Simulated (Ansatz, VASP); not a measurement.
**Ga2SeS: VASP beside Ansatz**

```
Ga Se S
1.0
     3.72719    0.00000    0.00000
    -1.86360    3.22785    0.00000
     0.00000    0.00000   16.27349
Ga Se S
4 2 2
Direct
  0.33333 0.66667 0.32274
  0.66667 0.33333 0.67726
  0.66667 0.33333 0.82923
  0.33333 0.66667 0.17077
  0.66667 0.33333 0.39698
  0.33333 0.66667 0.60302
  0.33333 0.66667 0.89264
  0.66667 0.33333 0.10736
```

Alike in both runs: task single point; functional LDA; k mesh 6 × 6 × 2; no spin polarisation.

|  | VASP | Ansatz |
| --- | --- | --- |
| version | VASP 6.6.1 | Ansatz 0.2.0 |
| potentials or method | VASP PAW LDA potentials, release 64 (Ga_d, Se, S) | plane waves, PAW |
| plane-wave cutoff (eV) | 520 | 420 |
| occupations | gaussian, width 0.01 eV | fixed |
| valence electrons in the cell | 76 | 96 |

Ansatz gave:

```
gap on the k mesh at the Fermi level (eV) : 0.94
```

Q: What did VASP give for the same quantities?

A: gap on the k mesh at the Fermi level (eV): 0.95.

LDA's correlation is that of Perdew and Zunger in VASP and of Perdew and Wang (1992) in Ansatz. VASP's potentials hold 76 valence electrons a cell and Ansatz's 96, so a difference there can come from the potentials and not from the codes.
